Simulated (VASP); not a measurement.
SnO2: single point with PBE+D3(BJ)

The system is SnO2.

```
CELL_PARAMETERS angstrom
3.13090 0.00000 0.00000
-1.56545 2.71144 0.00000
0.00000 0.00000 10.07474
ATOMIC_POSITIONS crystal
Sn 0.96101 0.00000 0.50000
Sn 0.03899 0.00000 0.00000
O 0.62718 0.33333 0.40179
O 0.70615 0.33333 0.09821
O 0.29385 0.66667 0.59821
O 0.37282 0.66667 0.90179
```

| Item | Value |
| --- | --- |
| Program | VASP 6.6.1 |
| Task | single point |
| Functional | PBE |
| Dispersion | D3(BJ) |
| Potentials or basis | VASP PAW PBE potentials, release 64 (Sn_d, O) |
| Cutoff | 520 eV |
| k mesh | 12 × 12 × 4 |
| Occupations | gaussian, width 0.05 eV |
| Spin | no spin polarisation |

```json
{
  "Pressure": "13.1 GPa",
  "Largest force": "1.015 eV/Å",
  "Band gap on the k mesh": "2.56 eV, indirect (least direct gap 3.05 eV)",
  "Dispersion energy per atom": "-0.178 eV"
}
```

Forces on the atoms (eV/Å):
```
Sn  -0.034  0.000  0.000
Sn   0.034  0.000  0.000
O   -0.001 -0.001 -1.015
O    0.001 -0.001  1.015
O   -0.001  0.001  1.015
O    0.001  0.001 -1.015
```

Stress tensor (GPa, compression positive):
```
15.84  0.00  0.00
 0.00 15.81  0.00
 0.00  0.00  7.63
```

Levels at points of the mesh, in eV from the valence-band top:
```csv
k point,band 22,band 23,band 24,band 25,band 26,band 27,band 28,band 29,band 30,band 31
"(0.00, 0.00, 0.00)",-0.94,-0.94,-0.90,-0.89,-0.49,2.56,3.54,5.81,6.27,10.99
"(0.50, 0.00, 0.00)",-1.28,-0.67,-0.61,-0.54,-0.08,5.87,6.09,7.30,8.12,10.41
"(0.00, 0.50, 0.00)",-1.28,-0.68,-0.61,-0.54,-0.07,5.87,6.09,7.29,8.13,10.39
"(0.00, 0.00, 0.50)",-0.96,-0.92,-0.92,-0.91,-0.91,3.06,3.06,6.05,6.05,11.06
"(0.50, 0.00, 0.50)",-1.56,-0.58,-0.58,-0.33,-0.33,5.98,5.98,7.68,7.68,10.61
"(0.00, 0.50, 0.50)",-1.56,-0.58,-0.58,-0.33,-0.33,5.98,5.98,7.68,7.68,10.58
```

Wall time 4.7 min on 1 thread of Intel(R) Xeon(R) Platinum 8488C (Sapphire Rapids) (shared host), peak memory 0.42 GiB.

Caveat: spin-orbit coupling is left out, which moves the levels of the heavy elements; forces of over 1 eV/Å act on the atoms, so gaps and moduli don't describe the material at rest. A k mesh can miss the band edges.
